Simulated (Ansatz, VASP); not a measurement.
## C: VASP beside Ansatz

```
C
1.0
     0.00000    1.65718    1.82505
     1.65718    0.00000    1.82505
     1.65718    1.65718    0.00000
C
2
Cartesian
  1.6572 1.6572 1.8250
  2.4858 2.4858 2.7376
```

Alike in both runs: task single point; functional PBE; k mesh 12 × 12 × 12; occupations gaussian, width 0.05 eV; no spin polarisation.

|  | VASP | Ansatz |
| --- | --- | --- |
| version | VASP 6.6.1 | Ansatz 0.2.0 |
| potentials or method | VASP PAW PBE potentials, release 64 (C), cutoff 520 eV | scalar-relativistic, plane waves, PAW |
| valence electrons in the cell | 8 | 8 |

Ansatz gave:

- gap on the k mesh at the Fermi level (eV): 3.14
- least direct gap on the mesh (eV): 5.03

Task: Which values does VASP return?

Result: gap on the k mesh at the Fermi level (eV): 3.13; least direct gap on the mesh (eV): 5.02.

The functional is the same, so the differences come from potentials, cutoffs and numerics.
